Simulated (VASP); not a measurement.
## C: relaxation of cell and atoms with r2SCAN

C:

```
C
1.0
     1.95000    0.00000    0.00000
     0.00000    1.95000    0.00000
     0.00000    0.00000    1.95000
C
1
Direct
  0.00000 0.00000 0.00000
```

| Quantity | Value |
| --- | --- |
| Program | VASP 6.6.1 |
| Task | relaxation of cell and atoms |
| Functional | r2SCAN |
| Potentials or basis | VASP PAW PBE potentials, release 64 (C) |
| Cutoff | 600 eV |
| k mesh | 11 × 11 × 11 |
| Occupations | fermi-dirac, width 0.05 eV |
| Spin | no spin polarisation |
| Target pressure | 10 GPa |
| Dipole correction | no |
| Further INCAR settings | ALGO = Normal; EDIFF = 1e-06; IBRION = 2; EDIFFG = -0.03; NSW = 80; ISIF = 3 |

```yaml
Relaxed_volume: 5.35 Å³/atom
Relaxed_cell: a = 1.749 Å, b = 1.749 Å, c = 1.749 Å, α = 90.00°, β = 90.00°, γ = 90.00°
Space_group_after_relaxing_to_0.05_Å: Pm-3m (No. 221)
Energy_change_on_relaxing_the_enthalpy_is_what_falls: -430.6 meV/atom
Ionic_steps: 3
Pressure_after_relaxing: 10.1 GPa
Band_gap_on_the_k_mesh: zero (band 2 reaches 21.92 eV, above the bottom of band 3 at 9.60 eV)
```

Step by step:
| step | energy change (eV) | largest force (eV/Å) | pressure (GPa) | volume (Å³) |
| --- | --- | --- | --- | --- |
| 1 | 0.0000 | 0.0000 | -52.37 | 7.41 |
| 2 | -0.2799 | 0.0000 | 74.14 | 4.73 |
| 3 | -0.4306 | 0.0000 | 10.15 | 5.35 |

Final structure:
```
C
1.0
     1.74852    0.00000    0.00000
     0.00000    1.74852    0.00000
     0.00000    0.00000    1.74852
C
1
Direct
  0.00000 0.00000 0.00000
```

Levels at points of the mesh, in eV from the Fermi level:
| k point | band 1 | band 2 | band 3 | band 4 | band 5 |
| --- | --- | --- | --- | --- | --- |
| (0.00, 0.00, 0.00) | -24.39 | 10.01 | 10.01 | 10.01 | 26.61 |

It used 11 s of CPU time on 1 thread of Intel Xeon 6975P-C, on a shared host.

Caveat: the cell is relaxed towards a set pressure, so the enthalpy falls and the energy may rise; the volume moved by over 15 % at a fixed basis, so the end points are rough; the PAW data sets were made with another functional, which shifts forces and pressure a little.
